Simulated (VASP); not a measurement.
Input of a VASP 6.6.1 run:

INCAR

```
SYSTEM = GaN
ALGO = Normal
EDIFF = 1E-7
ENCUT = 520
GGA = PE
ISIF = 2
ISMEAR = 0
LASPH = .TRUE.
LCHARG = .FALSE.
LREAL = .FALSE.
LWAVE = .FALSE.
NBANDS = 36
NELM = 100
PREC = Accurate
SIGMA = 0.1
```

KPOINTS

```
k-points
0
G
  10 10 6
  0 0 0
```

POSCAR

```
GaN
1.0
    3.4822389858      0.0000000000      0.0000000000
    0.0000000000      3.4822389858      0.0000000000
    0.0000000000      0.0000000000      7.2609387211
Ga N
3 3
Direct
    0.5000000000      0.5000000000      0.0637265003
    0.0000000000      0.0000000000      0.5452240694
    0.5000000000      0.5000000000      0.7186544523
    0.0000000000      0.0000000000      0.2733336926
    0.0000000000      0.5000000000      0.1969543776
    0.5000000000      0.0000000000      0.1969543776
```

Potentials or basis: VASP PAW PBE potentials, release 64 (Ga_d, N).

Command:

```console
$ cat potpaw_PBE.64/Ga_d/POTCAR potpaw_PBE.64/N/POTCAR > POTCAR
$ mpirun -np 1 vasp_std > vasp.out
```

**Question.** Estimate the largest force.

**Answer.** 0.025 eV/Å.

**Question.** Estimate the band gap on the k mesh.

**Answer.** Zero (bands 27 and 28 overlap by 0.57 eV).

Forces in eV/Å, atoms in the order of the input:
```
Ga   0.000  0.000 -0.025
Ga   0.000  0.000  0.008
Ga   0.000  0.000 -0.001
N    0.000  0.000  0.001
N    0.000  0.000  0.009
N    0.000  0.000  0.009
```

Caveat: semilocal functionals underestimate gaps, so a narrow gap can read as zero.
